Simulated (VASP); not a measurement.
Here is a VASP 6.6.1 calculation.

Contents of INCAR:

```
PREC = Accurate
ENCUT = 520
EDIFF = 1E-7
ISMEAR = -1
SIGMA = 0.02
LREAL = F
LASPH = T
NELM = 60
ALGO = Normal
ISIF = 2
LWAVE = F
LCHARG = F
GGA = PE
NBANDS = 46
```

File KPOINTS:

```
Automatic mesh
0
Gamma
  4 4 4
```

The input POSCAR:

```
In4Sb3As
1.0
   -3.1967943323      3.1967943323      6.3812888756
    3.1967943323     -3.1967943323      6.3812888756
    3.1967943323      3.1967943323     -6.3812888756
As In Sb
1 4 3
Direct
    0.0000000000      0.0000000000      0.0000000000
    0.6405060993      0.6405060993      0.5226899357
    0.8821838364      0.3594939007      0.0000000000
    0.1178161636      0.1178161636      0.4773100643
    0.3594939007      0.8821838364      0.0000000000
    0.2500000000      0.7500000000      0.5000000000
    0.5000000000      0.5000000000      0.0000000000
    0.7500000000      0.2500000000      0.5000000000
```

Potentials or basis: VASP PAW PBE potentials, release 64 (As, In_d, Sb).

The run is started by

```bash
$ cat potpaw_PBE.64/As/POTCAR potpaw_PBE.64/In_d/POTCAR potpaw_PBE.64/Sb/POTCAR > POTCAR
$ mpirun -np 1 vasp_std > vasp.out
```

**Question.** Estimate the pressure.

**Answer.** 2.8 GPa.

**Question.** Estimate the largest force.

**Answer.** 0.016 eV/Å.

Forces on the atoms (eV/Å):
```
As   0.000  0.000  0.000
In   0.005  0.005  0.014
In  -0.005  0.005 -0.014
In  -0.005 -0.005  0.014
In   0.005 -0.005 -0.014
Sb   0.000  0.000  0.000
Sb   0.000  0.000  0.000
Sb   0.000  0.000  0.000
```
